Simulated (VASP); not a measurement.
# SnS2 (Berndtite-2T) (P-3m1) in VASP: single point with PBEsol

Aim: the single point of SnS2 (Berndtite-2T) with PBEsol.

Everything below comes from runs of VASP 6.6.1. Logs are shortened: lines on timing, memory, paths and dates and some standing lists are left out, and cuts for length are marked.

## (1) The cell of the first run

Symmetry: P-3m1, No. 164, trigonal system. Conventional cell: a = 3.639 Å, b = 3.639 Å, c = 5.868 Å, α = 90.00°, β = 90.00°, γ = 120.00°. Within 3.4 Å of Sn (site symmetry -3m) lie 6 S at 2.56 Å. Within 3.4 Å of S (site symmetry 3m) lie 3 Sn at 2.56 Å.

## (2) Single point, PBEsol

Input file INCAR:

```
ALGO = Normal ; EDIFF = 1E-6
ENCUT = 500 ; GGA = PS
GGA_COMPAT = F ; ISIF = 2
ISMEAR = 0 ; LASPH = T
LCHARG = F ; LREAL = F
LWAVE = F ; NBANDS = 20
NELM = 120 ; PREC = Accurate
SIGMA = 0.01
```

Input file KPOINTS:

```
k-points
0
Gamma
  5 5 3
```

Input file POSCAR:

```
SnS2
1.0
    3.6390000000      0.0000000000      0.0000000000
   -1.8195000000      3.1514660000      0.0000000000
    0.0000000000      0.0000000000      5.8680000000
Sn S
1 2
Direct
    0.0000000000      0.0000000000      0.0000000000
    0.3333333333      0.6666666667      0.2500000000
    0.6666666667      0.3333333333      0.7500000000
```

Potentials or basis: VASP PAW PBE potentials, release 64 (Sn_d, S).

Run with:

```sh
cat potpaw_PBE.64/Sn_d/POTCAR potpaw_PBE.64/S/POTCAR > POTCAR
mpirun -np 1 vasp_std > vasp.out
```

OUTCAR:

```text
EDIFF = 1E-6
   ENCUT = 500
   GGA = PS
   ISIF = 2
   ISMEAR = 0
   LASPH = T
   LREAL = F
   NELM = 120
   PREC = Accurate

 ion  position               nearest neighbor table
   1  0.000  0.000  0.000-   2 2.56   3 2.56   3 2.56   2 2.56   3 2.56   2 2.56
   2  0.333  0.667  0.250-   1 2.56   1 2.56   1 2.56
   3  0.667  0.333  0.750-   1 2.56   1 2.56   1 2.56

  LATTYP: Found a hexagonal cell.
 ALAT       =     3.6390000000
 C/A-ratio  =     1.6125309151

  Lattice vectors:

 A1 = (   3.6390000000,   0.0000000000,   0.0000000000)
 A2 = (  -1.8195000000,   3.1514660000,   0.0000000000)
 A3 = (   0.0000000000,   0.0000000000,   5.8680000000)

Analysis of symmetry for initial positions (statically):
=====================================================================
 Subroutine PRICEL returns:
 Original cell was already a primitive cell.

 Routine SETGRP: Setting up the symmetry group for a
 hexagonal supercell.

 Subroutine GETGRP returns: Found 12 space group operations
 (whereof 12 operations were pure point group operations)
 out of a pool of 24 trial point group operations.

The static configuration has the point symmetry D_3d.

Analysis of symmetry for dynamics (positions and initial velocities):
=====================================================================
 Subroutine PRICEL returns:
 Original cell was already a primitive cell.

 Routine SETGRP: Setting up the symmetry group for a
 hexagonal supercell.

 Subroutine GETGRP returns: Found 12 space group operations
 (whereof 12 operations were pure point group operations)
 out of a pool of 24 trial point group operations.

The dynamic configuration has the point symmetry D_3d.

 Subroutine INISYM returns: Found 12 space group operations
 (whereof 12 operations are pure point group operations),
 and found     1 'primitive' translations

----------------------------------------------------------------------------------------

                                     Primitive cell

  volume of cell :      67.2953

  direct lattice vectors                    reciprocal lattice vectors
     3.639000000  0.000000000  0.000000000     0.274800769  0.158656321  0.000000000
    -1.819500000  3.151466000  0.000000000     0.000000000  0.317312641  0.000000000
     0.000000000  0.000000000  5.868000000     0.000000000  0.000000000  0.170415815

  length of vectors
     3.639000000  3.638999615  5.868000000     0.317312608  0.317312641  0.170415815

  position of ions in fractional coordinates (direct lattice)
     0.000000000  0.000000000  0.000000000
     0.333333333  0.666666667  0.250000000
     0.666666667  0.333333333  0.750000000

  ion indices of the primitive-cell ions
   primitive index   ion index
                 1           1
                 2           2
                 3           3

----------------------------------------------------------------------------------------

 KPOINTS: k-points

Automatic generation of k-mesh.
 Grid dimensions read from file:
 generate k-points for:    5    5    3

 Generating k-lattice:

  Cartesian coordinates                     Fractional coordinates (reciprocal lattice)
     0.054960154  0.031731264  0.000000000     0.200000000  0.000000000  0.000000000
     0.000000000  0.063462528  0.000000000     0.000000000  0.200000000  0.000000000
     0.000000000  0.000000000  0.056805272     0.000000000  0.000000000  0.333333333

  Length of vectors
     0.063462522  0.063462528  0.056805272

  Shift w.r.t. Gamma in fractional coordinates (k-lattice)
     0.000000000  0.000000000  0.000000000

 Subroutine IBZKPT returns following result:
 ===========================================

 Found     12 irreducible k-points:

 Following reciprocal coordinates:
            Coordinates               Weight
  0.000000  0.000000  0.000000      1.000000
  0.200000  0.000000  0.000000      6.000000
  0.400000 -0.000000  0.000000      6.000000
  0.200000  0.200000  0.000000      6.000000
  0.400000  0.200000  0.000000      6.000000
  0.000000  0.000000  0.333333      2.000000
  0.200000  0.000000  0.333333      6.000000
  0.000000  0.200000  0.333333      6.000000
  0.400000 -0.000000  0.333333      6.000000
  0.000000  0.400000  0.333333      6.000000
  0.200000  0.200000  0.333333     12.000000
  0.400000  0.200000  0.333333     12.000000
   k-points           NKPTS =     12   k-points in BZ     NKDIM =     12   number of bands    NBANDS=     20
   number of dos      NEDOS =    301   number of ions     NIONS =      3
   total plane-waves  NPLWV =  37632
   dimension x,y,z NGX =    28 NGY =   28 NGZ =   48
   dimension x,y,z NGXF=    56 NGYF=   56 NGZF=   96
   ions per type =               1   2
   NGX,Y,Z   is equivalent  to a cutoff of  12.79, 12.79, 13.60 a.u.
   NGXF,Y,Z  is equivalent  to a cutoff of  25.58, 25.58, 27.20 a.u.
 SYSTEM =  unknown system
   PREC   = accura    normal or accurate (medium, high low for compatibility)
   ISTART =      0    job   : 0-new  1-cont  2-samecut
   ICHARG =      2    charge: 1-file 2-atom 10-const
   ISPIN  =      1    spin polarized calculation?
   LNONCOLLINEAR =      F non collinear calculations
   LSORBIT =      F    spin-orbit coupling
   LASPH  =      T    aspherical Exc in radial PAW
   ENCUT  =  500.0 eV  36.75 Ry    6.06 a.u.   6.63  6.63 10.70*2*pi/ulx,y,z
   NELM   =    120;   NELMIN=  2; NELMDL= -5     # of ELM steps
   EDIFF  = 0.1E-05   stopping-criterion for ELM
   LREAL  =      F    real-space projection
   EDIFFG = 0.1E-04   stopping-criterion for IOM
   NSW    =      0    number of steps for IOM
   IBRION =     -1    ionic relax: 0-MD 1-quasi-New 2-CG
   NFREE  =      0    steps in history (QN), initial steepest desc. (CG)
   ISIF   =      2    stress and relaxation
   ISYM   =      2    0-nonsym 1-usesym 2-fastsym
   POTIM  = 0.5000    time-step for ionic-motion
   TEBEG  =    0.0;   TEEND  =   0.0 temperature during run
   PSTRESS=    0.0 pullay stress
   NELECT =      26.0000    total number of electrons
   NUPDOWN=      -1.0000    fix difference up-down
   EMIN   =  10.00;   EMAX   =-10.00  energy-range for DOS
   EFERMI =   0.00;   METHOD = LEGACY
   ISMEAR =     0;   SIGMA  =   0.01  broadening in eV -4-tet -1-fermi 0-gaus
   EFERMI_NEDOS =   21; number of points for ismear=-14 and -15
   IALGO  =     38    algorithm
   IMIX   =      4    mixing-type and parameters
     AMIX     =   0.40;   BMIX     =  1.00
     AMIX_MAG =   1.60;   BMIX_MAG =  1.00
  volume/ion in A,a.u.               =      22.43       151.38
  Fermi-wavevector in a.u.,A,eV,Ry     =   1.192352  2.253218 19.343436  1.421702
  Thomas-Fermi vector in A             =   2.328392
   LORBIT       =      0    0 simple, 1 ext, 2 COOP (PROOUT), +10 PAW based schemes
   GGA     = PS    functional components
   LHFCALC =     F    Hartree Fock is set to
   AEXX    =    0.0000 exact exchange contribution
   IVDW    =     0    specifies the selected vdW correction
   LEPSILON=     F    determine dielectric tensor
   LRPA    =     F    only Hartree local field effects (RPA)
 non-spin polarized calculation
 Gauss-broadening in eV      SIGMA  =   0.01
  energy-cutoff  :      500.00
  volume of cell :       67.30
 maximum number of plane-waves:      1737
 NGX is ok and might be reduce to    28
   NGX = 13   NGY = 13   NGZ = 21

 number of electron      26.0000007 magnetization

 Free energy of the ion-electron system (eV)
  ---------------------------------------------------
  ext. energy  EPLUGINS =         0.00000000
  ---------------------------------------------------
  free energy    TOTEN  =       -14.24106410 eV

  energy without entropy =      -14.24106410  energy(sigma->0) =      -14.24106410

 E-fermi :   4.8654     XC(G=0):  -9.8566

 val. band max:        4.7366984877   @ k =   0.0000   0.0000   0.0000
 cond. band min:       6.1198238141   @ k =   0.0000   0.4000   0.3333
 fundamental gap:      1.3831253264
 Fermi energy:         4.8654452002

 k-point     1 :       0.0000    0.0000    0.0000
  band No.  band energies     occupation
      1     -16.1301      2.00000
      2     -16.1301      2.00000
      3     -16.0869      2.00000
      4     -16.0565      2.00000
      5     -16.0565      2.00000
      6      -9.1594      2.00000
[... 12 lines left out ...]
     19      14.2236      0.00000
     20      14.2236      0.00000

 k-point     2 :       0.2000    0.0000    0.0000
  band No.  band energies     occupation
      1     -16.1568      2.00000
      2     -16.1100      2.00000
      3     -16.0759      2.00000
      4     -16.0629      2.00000
      5     -16.0520      2.00000
      6      -8.7086      2.00000
[... 12 lines left out ...]
     19      13.4082      0.00000
     20      14.6033      0.00000

 k-point     3 :       0.4000   -0.0000    0.0000
  band No.  band energies     occupation
      1     -16.2064      2.00000
      2     -16.0969      2.00000
      3     -16.0942      2.00000
      4     -16.0306      2.00000
      5     -16.0247      2.00000
      6      -7.5642      2.00000
[... 12 lines left out ...]
     19      14.6091      0.00000
     20      15.3800      0.00000

 k-point     4 :       0.2000    0.2000    0.0000
  band No.  band energies     occupation
      1     -16.1780      2.00000
      2     -16.1139      2.00000
      3     -16.0769      2.00000
      4     -16.0590      2.00000
      5     -16.0268      2.00000
      6      -7.8855      2.00000
[... 153 lines left out ...]
 k-point    11 :       0.2000    0.2000    0.3333
  band No.  band energies     occupation
      1     -16.1782      2.00000
      2     -16.1139      2.00000
      3     -16.0769      2.00000
      4     -16.0589      2.00000
      5     -16.0267      2.00000
      6      -7.7761      2.00000
[... 12 lines left out ...]
     19      13.0054      0.00000
     20      14.2374      0.00000

 k-point    12 :       0.4000    0.2000    0.3333
  band No.  band energies     occupation
      1     -16.1880      2.00000
      2     -16.1231      2.00000
      3     -16.0791      2.00000
      4     -16.0349      2.00000
      5     -16.0281      2.00000
      6      -6.8704      2.00000
[... 12 lines left out ...]
     19      14.1383      0.00000
     20      15.1264      0.00000

------------------------ aborting loop because EDIFF is reached ----------------------------------------

  FORCE on cell =-STRESS in cart. coord.  units (eV):
  Direction    XX          YY          ZZ          XY          YZ          ZX
  --------------------------------------------------------------------------------------
  -------------------------------------------------------------------------------------
  Total        0.5144130      0.5144129      0.4749843      0.0000000      0.0000000      0.0000000
  in kB       12.2472267     12.2472233     11.3085003      0.0000000      0.0000000      0.0000000
  external PRESSURE =      11.9343168 kB  Pullay stress =       0.0000000 kB

 VOLUME and BASIS-vectors are now :
 -----------------------------------------------------------------------------
  energy-cutoff  :      500.00
  volume of cell :       67.30
      direct lattice vectors                 reciprocal lattice vectors
     3.639000000  0.000000000  0.000000000     0.274800769  0.158656321  0.000000000
    -1.819500000  3.151466000  0.000000000     0.000000000  0.317312641  0.000000000
     0.000000000  0.000000000  5.868000000     0.000000000  0.000000000  0.170415815

 POSITION                                       TOTAL-FORCE (eV/Angst)
 -----------------------------------------------------------------------------------
      0.00000      0.00000      0.00000         0.000000      0.000000     -0.000000
     -0.00000      2.10098      1.46700         0.000000     -0.000000      0.069847
      1.81950      1.05049      4.40100        -0.000000      0.000000     -0.069847
 -----------------------------------------------------------------------------------
    total drift:                               -0.000000     -0.000000     -0.000000

  FREE ENERGIE OF THE ION-ELECTRON SYSTEM (eV)
  ---------------------------------------------------
  free  energy   TOTEN  =       -14.2410641039 eV

  energy  without entropy=      -14.2410641039  energy(sigma->0) =      -14.24106410
```

Wall time 37 s (1 thread of Intel Xeon 8259CL, shared host); peak memory 0.18 GiB.

What came out:

- Free energy: -14.2411 eV
- Pressure: 1.2 GPa
- Largest force: 0.070 eV/Å
- Band gap on the k mesh: 1.38 eV, indirect (least direct gap 1.90 eV)

Forces in eV/Å, atoms in the order of the input:
```
Sn   0.000  0.000  0.000
S    0.000  0.000  0.070
S    0.000  0.000 -0.070
```

Levels at points of the mesh, in eV from the valence-band top:
```
           k point  band 10  band 11  band 12  band 13  band 14  band 15  band 16  band 17
(0.00, 0.00, 0.00)    -0.65    -0.37    -0.37     0.00     1.90     3.52     5.37     5.37
```

Caveat: the PAW data sets were made with another functional, which shifts forces and pressure a little; spin-orbit coupling is left out, which moves the levels of the heavy elements; this functional lacks dispersion, which binds the layers, so the pressure and a relaxed spacing across them are unreliable.
